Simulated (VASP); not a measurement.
The system is CuI.

```
I Cu
1.0
     0.00000    3.03150    3.03150
     3.03150    0.00000    3.03150
     3.03150    3.03150    0.00000
I Cu
1 1
Direct
  0.00000 0.00000 0.00000
  0.75000 0.75000 0.75000
```

Program: VASP 6.6.1. Alike in all runs: cell as given.

Question: Order these runs on this cell by their pressure, lowest first.
A. level LDA; potentials or basis VASP PAW LDA potentials, release 64 (I, Cu); spin off; k mesh 8 × 8 × 8; cutoff (eV) 520; smearing fermi-dirac 0.05 eV; dipole correction no
B. level PBE; potentials or basis VASP PAW PBE potentials, release 64 (I, Cu); spin off; k mesh 8 × 8 × 8; cutoff (eV) 520; smearing gaussian 0.026 eV; dipole correction no
C. level r2SCAN; potentials or basis VASP PAW PBE potentials, release 64 (I, Cu); spin non-collinear, zero start, SOC; k mesh 10 × 10 × 10; cutoff (eV) 590; smearing gaussian 0.03 eV; tolerance level standard; purpose bands; route KPOINTS_OPT

Answer: A (-4.3 GPa), C (-0.8 GPa), B (0.7 GPa).

Caveats: the PAW data sets were made with another functional, which shifts forces and pressure a little (at least some runs); the cell stands under tension (at least some runs).
